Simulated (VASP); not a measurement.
# ZrC (P-6m2) in VASP: notebook

Aim: see how the results for ZrC move with the level of theory and the settings. Levels: r2SCAN, r2SCAN+D3(BJ). Tasks: single point.

Everything below comes from runs of VASP 6.6.1. Logs are shortened: lines on timing, memory, paths and dates and some standing lists are left out, and cuts for length are marked.

## 1. The cell of the first run

Symmetry: P-6m2, No. 187, hexagonal system. Conventional cell: a = 3.276 Å, b = 3.276 Å, c = 2.934 Å, α = 90.00°, β = 90.00°, γ = 120.00°. Zr (site symmetry -6m2) has 6 C at 2.39 Å and 2 Zr at 2.93 Å within 3.2 Å. Within 3.2 Å of C (site symmetry -6m2) lie 6 Zr at 2.39 Å and 2 C at 2.93 Å.

## 2. Single point, r2SCAN

POSCAR reads:

```
ZrC
1.0
    3.2763560236      0.0000000000      0.0000000000
   -1.6381780118      2.8374075482      0.0000000000
    0.0000000000      0.0000000000      2.9341243319
Zr C
1 1
Direct
    0.0000000000      0.0000000000      0.0000000000
    0.6666666667      0.3333333333      0.5000000000
```

INCAR.step1 reads:

```
SYSTEM = ZrC
  PREC = Accurate
  ENCUT = 520
  ISMEAR = 0
  SIGMA = 0.05
  LREAL = .FALSE.
  LASPH = .TRUE.
  NELM = 80
  NBANDS = 15
  GGA = PE
  ALGO = Normal
  EDIFF = 1E-4
  LWAVE = .TRUE.
  LCHARG = .FALSE.
```

INCAR.step2 reads:

```
SYSTEM = ZrC
  PREC = Accurate
  ENCUT = 520
  EDIFF = 1E-6
  ISMEAR = 0
  SIGMA = 0.05
  LREAL = .FALSE.
  LASPH = .TRUE.
  NELM = 80
  ALGO = Normal
  ISIF = 2
  LWAVE = .FALSE.
  LCHARG = .FALSE.
  METAGGA = R2SCAN
  LMIXTAU = .TRUE.
  NBANDS = 15
  ISTART = 1
```

KPOINTS reads:

```
Automatic mesh
0
G
  12 12 12
  0 0 0
```

Potentials or basis: VASP PAW PBE potentials, release 64 (Zr_sv, C).

Started as:

```sh
cat potpaw_PBE.64/Zr_sv/POTCAR potpaw_PBE.64/C/POTCAR > POTCAR
cp INCAR.step1 INCAR
mpirun -np 1 vasp_std > vasp.out
cp INCAR.step2 INCAR
mpirun -np 1 vasp_std > vasp.out
```

OUTCAR:

```text
SYSTEM = ZrC
   PREC = Accurate
   ENCUT = 520
   EDIFF = 1E-6
   ISMEAR = 0
   LREAL = .FALSE.
   LASPH = .TRUE.
   NELM = 80
   ISIF = 2
   METAGGA = R2SCAN
   ISTART = 1

 ion  position               nearest neighbor table
   1  0.000  0.000  0.000-   2 2.39   2 2.39   2 2.39   2 2.39   2 2.39   2 2.39
   2  0.667  0.333  0.500-   1 2.39   1 2.39   1 2.39   1 2.39   1 2.39   1 2.39

  LATTYP: Found a hexagonal cell.
 ALAT       =     3.2763560236
 C/A-ratio  =     0.8955450234

  Lattice vectors:

 A1 = (   3.2763560236,   0.0000000000,   0.0000000000)
 A2 = (  -1.6381780118,   2.8374075482,   0.0000000000)
 A3 = (   0.0000000000,   0.0000000000,   2.9341243319)

Analysis of symmetry for initial positions (statically):
=====================================================================
 Subroutine PRICEL returns:
 Original cell was already a primitive cell.

 Routine SETGRP: Setting up the symmetry group for a
 hexagonal supercell.

 Subroutine GETGRP returns: Found 12 space group operations
 (whereof 12 operations were pure point group operations)
 out of a pool of 24 trial point group operations.

The static configuration has the point symmetry D_3h.

Analysis of symmetry for dynamics (positions and initial velocities):
=====================================================================
 Subroutine PRICEL returns:
 Original cell was already a primitive cell.

 Routine SETGRP: Setting up the symmetry group for a
 hexagonal supercell.

 Subroutine GETGRP returns: Found 12 space group operations
 (whereof 12 operations were pure point group operations)
 out of a pool of 24 trial point group operations.

The dynamic configuration has the point symmetry D_3h.

 Subroutine INISYM returns: Found 12 space group operations
 (whereof 12 operations are pure point group operations),
 and found     1 'primitive' translations

----------------------------------------------------------------------------------------

                                     Primitive cell

  volume of cell :      27.2767

  direct lattice vectors                    reciprocal lattice vectors
     3.276356024  0.000000000  0.000000000     0.305217135  0.176217195  0.000000000
    -1.638178012  2.837407548  0.000000000     0.000000000  0.352434391  0.000000000
     0.000000000  0.000000000  2.934124332     0.000000000  0.000000000  0.340817187

  length of vectors
     3.276356024  3.276356024  2.934124332     0.352434391  0.352434391  0.340817187

  position of ions in fractional coordinates (direct lattice)
     0.000000000  0.000000000  0.000000000
     0.666666667  0.333333333  0.500000000

  ion indices of the primitive-cell ions
   primitive index   ion index
                 1           1
                 2           2

----------------------------------------------------------------------------------------

 KPOINTS: Automatic mesh

Automatic generation of k-mesh.
 Grid dimensions read from file:
 generate k-points for:   12   12   12

 Generating k-lattice:

  Cartesian coordinates                     Fractional coordinates (reciprocal lattice)
     0.025434761  0.014684766  0.000000000     0.083333333  0.000000000  0.000000000
     0.000000000  0.029369533  0.000000000     0.000000000  0.083333333  0.000000000
     0.000000000  0.000000000  0.028401432     0.000000000  0.000000000  0.083333333

  Length of vectors
     0.029369533  0.029369533  0.028401432

  Shift w.r.t. Gamma in fractional coordinates (k-lattice)
     0.000000000  0.000000000  0.000000000

 Subroutine IBZKPT returns following result:
 ===========================================

 Found    133 irreducible k-points:

 Following reciprocal coordinates:
            Coordinates               Weight
  0.000000  0.000000  0.000000      1.000000
  0.083333  0.000000  0.000000      6.000000
  0.166667  0.000000  0.000000      6.000000
  0.250000  0.000000  0.000000      6.000000
  0.333333  0.000000  0.000000      6.000000
  0.416667  0.000000  0.000000      6.000000
[... 16 lines left out ...]
  0.250000  0.000000  0.083333     12.000000
  0.333333  0.000000  0.083333     12.000000
 [... further k-points ...]
   k-points           NKPTS =    133   k-points in BZ     NKDIM =    133   number of bands    NBANDS=     15
   number of dos      NEDOS =    301   number of ions     NIONS =      2
   total plane-waves  NPLWV =  13824
   dimension x,y,z NGX =    24 NGY =   24 NGZ =   24
   dimension x,y,z NGXF=    48 NGYF=   48 NGZF=   48
   ions per type =               1   1
   NGX,Y,Z   is equivalent  to a cutoff of  12.18, 12.18, 13.60 a.u.
   NGXF,Y,Z  is equivalent  to a cutoff of  24.36, 24.36, 27.20 a.u.
 SYSTEM =  ZrC
   PREC   = accura    normal or accurate (medium, high low for compatibility)
   ISTART =      1    job   : 0-new  1-cont  2-samecut
   ICHARG =      0    charge: 1-file 2-atom 10-const
   ISPIN  =      1    spin polarized calculation?
   LNONCOLLINEAR =      F non collinear calculations
   LSORBIT =      F    spin-orbit coupling
   LASPH  =      T    aspherical Exc in radial PAW
   ENCUT  =  520.0 eV  38.22 Ry    6.18 a.u.   6.09  6.09  5.46*2*pi/ulx,y,z
   NELM   =     80;   NELMIN=  2; NELMDL=  0     # of ELM steps
   EDIFF  = 0.1E-05   stopping-criterion for ELM
   LREAL  =      F    real-space projection
   EDIFFG = 0.1E-04   stopping-criterion for IOM
   NSW    =      0    number of steps for IOM
   IBRION =     -1    ionic relax: 0-MD 1-quasi-New 2-CG
   NFREE  =      0    steps in history (QN), initial steepest desc. (CG)
   ISIF   =      2    stress and relaxation
   ISYM   =      2    0-nonsym 1-usesym 2-fastsym
   POTIM  = 0.5000    time-step for ionic-motion
   TEBEG  =    0.0;   TEEND  =   0.0 temperature during run
   PSTRESS=    0.0 pullay stress
   NELECT =      16.0000    total number of electrons
   NUPDOWN=      -1.0000    fix difference up-down
   EMIN   =  10.00;   EMAX   =-10.00  energy-range for DOS
   EFERMI =   0.00;   METHOD = LEGACY
   ISMEAR =     0;   SIGMA  =   0.05  broadening in eV -4-tet -1-fermi 0-gaus
   EFERMI_NEDOS =   21; number of points for ismear=-14 and -15
   IALGO  =     38    algorithm
   IMIX   =      4    mixing-type and parameters
     AMIX     =   0.40;   BMIX     =  1.00
     AMIX_MAG =   1.60;   BMIX_MAG =  1.00
  volume/ion in A,a.u.               =      13.64        92.04
  Fermi-wavevector in a.u.,A,eV,Ry     =   1.370412  2.589703 25.552125  1.878028
  Thomas-Fermi vector in A             =   2.496200
   LORBIT       =      0    0 simple, 1 ext, 2 COOP (PROOUT), +10 PAW based schemes
   METAGGA = R2SCAN    functional components
   LHFCALC =     F    Hartree Fock is set to
   AEXX    =    0.0000 exact exchange contribution
   IVDW    =     0    specifies the selected vdW correction
   LEPSILON=     F    determine dielectric tensor
   LRPA    =     F    only Hartree local field effects (RPA)
 non-spin polarized calculation
 Gauss-broadening in eV      SIGMA  =   0.05
  energy-cutoff  :      520.00
  volume of cell :       27.28
 maximum number of plane-waves:       753
   NGX = 13   NGY = 13   NGZ = 11

 number of electron      16.0000000 magnetization

 Free energy of the ion-electron system (eV)
  ---------------------------------------------------
  ext. energy  EPLUGINS =         0.00000000
  ---------------------------------------------------
  free energy    TOTEN  =       -33.20821443 eV

  energy without entropy =      -33.20759901  energy(sigma->0) =      -33.20790672

 E-fermi :   9.0171     XC(G=0): -12.5763

 val. band max:        9.0123295749   @ k =   0.3333   0.2500   0.5000
 cond. band min:       9.0274995505   @ k =   0.5000   0.0000   0.0833
 fundamental gap:      0.0151699757
 Fermi energy:         9.0170780890

 k-point     1 :       0.0000    0.0000    0.0000
  band No.  band energies     occupation
      1     -40.9754      2.00000
      2     -18.0788      2.00000
      3     -18.0788      2.00000
      4     -17.6629      2.00000
      5      -2.6828      2.00000
      6       7.3108      2.00000
      7       7.3108      2.00000
      8       7.8831      2.00000
      9      10.8232      0.00000
     10      14.4641      0.00000
     11      14.4641      0.00000
     12      14.6998      0.00000
     13      15.6036      0.00000
     14      15.6036      0.00000
     15      23.7108      0.00000

 k-point     2 :       0.0833    0.0000    0.0000
  band No.  band energies     occupation
      1     -40.9698      2.00000
      2     -18.1322      2.00000
      3     -18.0902      2.00000
      4     -17.6566      2.00000
      5      -2.5580      2.00000
      6       7.0019      2.00000
      7       7.4287      2.00000
      8       8.0150      2.00000
      9      10.5540      0.00000
     10      14.4193      0.00000
     11      14.7680      0.00000
     12      15.1575      0.00000
     13      15.3355      0.00000
     14      15.5043      0.00000
     15      23.2952      0.00000

 k-point     3 :       0.1667    0.0000    0.0000
  band No.  band energies     occupation
      1     -40.9546      2.00000
      2     -18.2754      2.00000
      3     -18.1212      2.00000
      4     -17.6395      2.00000
      5      -2.2124      2.00000
      6       6.3604      2.00000
      7       7.7606      2.00000
      8       8.2748      2.00000
      9       9.9717      0.00000
     10      14.3001      0.00000
     11      14.6735      0.00000
     12      15.2586      0.00000
     13      15.4220      0.00000
     14      16.3400      0.00000
     15      22.9165      0.00000
[... 343 lines left out ...]
 k-point    23 :       0.2500    0.0000    0.0833
  band No.  band energies     occupation
      1     -40.9247      2.00000
      2     -18.4534      2.00000
      3     -18.1538      2.00000
      4     -17.7026      2.00000
      5      -1.6323      2.00000
      6       5.7810      2.00000
      7       8.2149      2.00000
      8       8.3670      2.00000
      9       9.3201      0.00000
     10      13.4266      0.00000
     11      14.1423      0.00000
     12      15.6977      0.00000
     13      15.9208      0.00000
     14      18.0292      0.00000
     15      22.7432      0.00000

 k-point    24 :       0.3333    0.0000    0.0833
  band No.  band energies     occupation
      1     -40.9038      2.00000
      2     -18.6355      2.00000
      3     -18.1950      2.00000
      4     -17.6769      2.00000
      5      -1.1594      2.00000
      6       5.2449      2.00000
      7       8.2506      2.00000
      8       8.6320      2.00000
      9       9.1028      0.01530
     10      13.4917      0.00000
     11      14.0260      0.00000
     12      15.3997      0.00000
     13      16.2378      0.00000
     14      19.1183      0.00000
     15      23.1635      0.00000

 [... further k-points ...]
[... 5 lines left out ...]
  --------------------------------------------------------------------------------------
  -------------------------------------------------------------------------------------
  Total       -0.0681142     -0.0681142     -0.0674700     -0.0000000      0.0000000     -0.0000000
  in kB       -4.0008923     -4.0008923     -3.9630522     -0.0000000      0.0000000     -0.0000000
  external PRESSURE =      -3.9882789 kB  Pullay stress =       0.0000000 kB

 VOLUME and BASIS-vectors are now :
 -----------------------------------------------------------------------------
  energy-cutoff  :      520.00
  volume of cell :       27.28
      direct lattice vectors                 reciprocal lattice vectors
     3.276356024  0.000000000  0.000000000     0.305217135  0.176217195  0.000000000
    -1.638178012  2.837407548  0.000000000     0.000000000  0.352434391  0.000000000
     0.000000000  0.000000000  2.934124332     0.000000000  0.000000000  0.340817187

 POSITION                                       TOTAL-FORCE (eV/Angst)
 -----------------------------------------------------------------------------------
      0.00000      0.00000      0.00000         0.000000     -0.000000      0.000000
      1.63818      0.94580      1.46706        -0.000000      0.000000      0.000000
 -----------------------------------------------------------------------------------
    total drift:                                0.000000     -0.000000      0.000000

  FREE ENERGIE OF THE ION-ELECTRON SYSTEM (eV)
  ---------------------------------------------------
  free  energy   TOTEN  =       -33.2082144344 eV

  energy  without entropy=      -33.2075990081  energy(sigma->0) =      -33.20790672
```

Wall time 48 s (1 thread of Intel Xeon 6975P-C (Granite Rapids), shared host); peak memory 0.18 GiB.

Results:

```yaml
Free_energy: -33.2082 eV
Pressure: -0.4 GPa
Band_gap_on_the_k_mesh: zero (band 8 reaches 9.21 eV, above the bottom of band 9 at 8.87 eV)
```

Levels at points of the mesh, in eV from the Fermi level:
| k point | band 6 | band 7 | band 8 | band 9 | band 10 | band 11 |
| --- | --- | --- | --- | --- | --- | --- |
| (0.00, 0.00, 0.00) | -1.71 | -1.71 | -1.13 | 1.81 | 5.45 | 5.45 |
| (0.50, 0.00, 0.00) | -4.24 | -0.71 | -0.57 | 0.28 | 4.83 | 5.36 |
| (0.00, 0.00, 0.50) | -5.15 | -0.67 | -0.67 | 1.86 | 1.86 | 5.02 |
| (0.50, 0.00, 0.50) | -3.76 | -2.46 | -2.21 | 2.30 | 5.59 | 6.85 |

Caveat: the PAW data sets were made with another functional, which shifts forces and pressure a little.

## 3. Single point, r2SCAN

This run uses another cell than the first one, of 13.60 Å³/atom, 0.997 times its volume.

POSCAR reads:

```
ZrC
1.0
    3.2729194810      0.0000000000      0.0000000000
   -1.6364597405      2.8344314151      0.0000000000
    0.0000000000      0.0000000000      2.9310467534
Zr C
1 1
Direct
    0.0000000000      0.0000000000      0.0000000000
    0.6666666667      0.3333333333      0.5000000000
```

INCAR.step1 reads:

```
SYSTEM = ZrC
PREC = Accurate
ENCUT = 520
ISMEAR = 0
SIGMA = 0.05
LREAL = .False.
LASPH = .True.
NELM = 100
NBANDS = 15
GGA = PE
ALGO = Normal
EDIFF = 1E-4
LWAVE = .True.
LCHARG = .False.
```

INCAR.step2 reads:

```
SYSTEM = ZrC
PREC = Accurate
ENCUT = 520
EDIFF = 1E-7
ISMEAR = 0
SIGMA = 0.05
LREAL = .False.
LASPH = .True.
NELM = 100
ALGO = Normal
ISIF = 2
LWAVE = .False.
LCHARG = .False.
METAGGA = R2SCAN
LMIXTAU = .True.
NBANDS = 15
ISTART = 1
```

KPOINTS reads:

```
regular mesh
0
Gamma
  12 12 12
  0 0 0
```

Potentials or basis: VASP PAW PBE potentials, release 64 (Zr_sv, C).

Started as:

```sh
cat potpaw_PBE.64/Zr_sv/POTCAR potpaw_PBE.64/C/POTCAR > POTCAR
cp INCAR.step1 INCAR
mpirun -np 1 vasp_std > vasp.out
cp INCAR.step2 INCAR
mpirun -np 1 vasp_std > vasp.out
```

OUTCAR:

```text
SYSTEM = ZrC
   PREC = Accurate
   ENCUT = 520
   EDIFF = 1E-7
   ISMEAR = 0
   LREAL = .False.
   LASPH = .True.
   NELM = 100
   ISIF = 2
   METAGGA = R2SCAN
   ISTART = 1

 ion  position               nearest neighbor table
   1  0.000  0.000  0.000-   2 2.39   2 2.39   2 2.39   2 2.39   2 2.39   2 2.39
   2  0.667  0.333  0.500-   1 2.39   1 2.39   1 2.39   1 2.39   1 2.39   1 2.39

  LATTYP: Found a hexagonal cell.
 ALAT       =     3.2729194810
 C/A-ratio  =     0.8955450235

  Lattice vectors:

 A1 = (   3.2729194810,   0.0000000000,   0.0000000000)
[... 611 lines left out ...]
     12      15.4577      0.00000
     13      16.2980      0.00000
     14      19.1879      0.00000
     15      23.2303      0.00000

 [... further k-points ...]
[... 5 lines left out ...]
  --------------------------------------------------------------------------------------
  -------------------------------------------------------------------------------------
  Total        0.0272174      0.0272174      0.0547091      0.0000000      0.0000000      0.0000000
  in kB        1.6037392      1.6037392      3.2236346      0.0000000      0.0000000      0.0000000
  external PRESSURE =       2.1437043 kB  Pullay stress =       0.0000000 kB

 VOLUME and BASIS-vectors are now :
 -----------------------------------------------------------------------------
  energy-cutoff  :      520.00
  volume of cell :       27.19
      direct lattice vectors                 reciprocal lattice vectors
     3.272919481  0.000000000  0.000000000     0.305537611  0.176402222  0.000000000
    -1.636459741  2.834431415  0.000000000     0.000000000  0.352804444  0.000000000
     0.000000000  0.000000000  2.931046753     0.000000000  0.000000000  0.341175042

 POSITION                                       TOTAL-FORCE (eV/Angst)
 -----------------------------------------------------------------------------------
      0.00000      0.00000      0.00000         0.000000      0.000000      0.000000
      1.63646      0.94481      1.46552        -0.000000      0.000000      0.000000
 -----------------------------------------------------------------------------------
    total drift:                                0.000000     -0.000000      0.000000

  FREE ENERGIE OF THE ION-ELECTRON SYSTEM (eV)
  ---------------------------------------------------
  free  energy   TOTEN  =       -33.2082322976 eV

  energy  without entropy=      -33.2075866576  energy(sigma->0) =      -33.20790948
```

OUTCAR.step1:

```text
SYSTEM = ZrC
   PREC = Accurate
   ENCUT = 520
   ISMEAR = 0
   LREAL = .False.
   LASPH = .True.
[... 654 lines left out ...]
      0.00000      0.00000      0.00000        -0.000000      0.000000      0.000000
      1.63646      0.94481      1.46552         0.000000      0.000000      0.000000
 -----------------------------------------------------------------------------------
    total drift:                                0.000000     -0.000000      0.000000

  FREE ENERGIE OF THE ION-ELECTRON SYSTEM (eV)
  ---------------------------------------------------
  free  energy   TOTEN  =       -18.0147013047 eV

  energy  without entropy=      -18.0140778115  energy(sigma->0) =      -18.01438956
```

OSZICAR.step1:

```text
N       E                     dE             d eps       ncg     rms          rms(c)
DAV:   1     0.102007994896E+03    0.10201E+03   -0.86130E+03  3990   0.107E+03
DAV:   2    -0.174866245290E+02   -0.11949E+03   -0.11101E+03  5152   0.282E+02
DAV:   3    -0.219169334094E+02   -0.44303E+01   -0.43912E+01  5952   0.480E+01
DAV:   4    -0.219884542107E+02   -0.71521E-01   -0.71503E-01  4958   0.616E+00
DAV:   5    -0.219894447964E+02   -0.99059E-03   -0.99057E-03  5995   0.540E-01    0.188E+01
DAV:   6    -0.182914643370E+02    0.36980E+01   -0.77000E+00  4678   0.239E+01    0.632E+00
DAV:   7    -0.180403505180E+02    0.25111E+00   -0.76265E-01  4439   0.736E+00    0.581E+00
DAV:   8    -0.180423376002E+02   -0.19871E-02   -0.32984E-01  5223   0.461E+00    0.364E+00
DAV:   9    -0.180145038067E+02    0.27834E-01   -0.56732E-02  4760   0.177E+00    0.261E-01
DAV:  10    -0.180147290027E+02   -0.22520E-03   -0.14918E-03  5057   0.404E-01    0.707E-02
DAV:  11    -0.180147013047E+02    0.27698E-04   -0.63515E-05  3355   0.732E-02
   1 F= -.18014701E+02 E0= -.18014390E+02  d E =-.623493E-03
```

It took 59 s on 1 thread of Intel Xeon 6975P-C (Granite Rapids), shared host; peak memory 0.18 GiB.

Results:

```
Free energy            : -33.2082 eV
Pressure               : 0.2 GPa
Band gap on the k mesh : zero (band 8 reaches 9.25 eV, above the bottom of band 9 at 8.91 eV)
```

Stress tensor (GPa, compression positive):
```
0.16 0.00 0.00
0.00 0.16 0.00
0.00 0.00 0.32
```

Caveat: the PAW data sets were made with another functional, which shifts forces and pressure a little.

[end of part 1 of 2]
